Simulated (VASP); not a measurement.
Write the native input for VASP 6.6.1 that does the following.

```yaml
Task: single point
Functional: PBE
Potentials_or_basis: VASP PAW PBE potentials, release 64 (Mn_pv, O)
Cutoff: 520 eV
k_mesh: 9 × 9 × 9
Occupations: fermi-dirac, width 0.05 eV
Spin: collinear spin, ferromagnetic start
Starting_moments: "[4.0, 0.0] μB"
Dipole_correction: no
Further_INCAR_settings: ALGO = Normal; EDIFF = 1e-06; NBANDS = 20
```

The structure of MnO lies in POSCAR:

```
MnO
1.0
    3.0103939679     -1.7395758314      0.0000000000
    3.0103939679      1.7395758314      0.0000000000
   -2.0107452843      0.0000000000      2.8472912409
Mn O
1 1
Direct
    0.5001990000      0.5001990000      0.5006650000
    0.7498025000      0.7498025000      0.2493360000
```

The input as run:

INCAR

```
PREC = Accurate
ENCUT = 520
EDIFF = 1E-6
ISMEAR = -1
SIGMA = 0.05
LREAL = False
LASPH = True
NELM = 150
ALGO = Normal
ISIF = 2
LWAVE = False
LCHARG = True
ISPIN = 2
MAGMOM = 4 0
LORBIT = 11
LMAXMIX = 4
GGA = PE
LELF = True
LVHAR = True
NBANDS = 20
```

KPOINTS

```
regular mesh
0
Gamma
  9 9 9
```

Potentials or basis: VASP PAW PBE potentials, release 64 (Mn_pv, O).

Command:

```console
$ cat potpaw_PBE.64/Mn_pv/POTCAR potpaw_PBE.64/O/POTCAR > POTCAR
$ mpirun -np 1 vasp_std > vasp.out
```

It gave:

The pressure is -7.2 GPa and the net moment is 5.00 μB per cell. The site moments are Mn +4.45; O +0.17 μB. The valence electrons inside the program's atomic spheres are Mn 11.31; O 4.96.

Caveat: the cell stands under tension; a cell with one magnetic atom can't hold antiferromagnetic order, which such compounds often take.

Wall time 5.6 min on 1 thread of Intel Xeon 8259CL (shared host), peak memory 0.31 GiB.
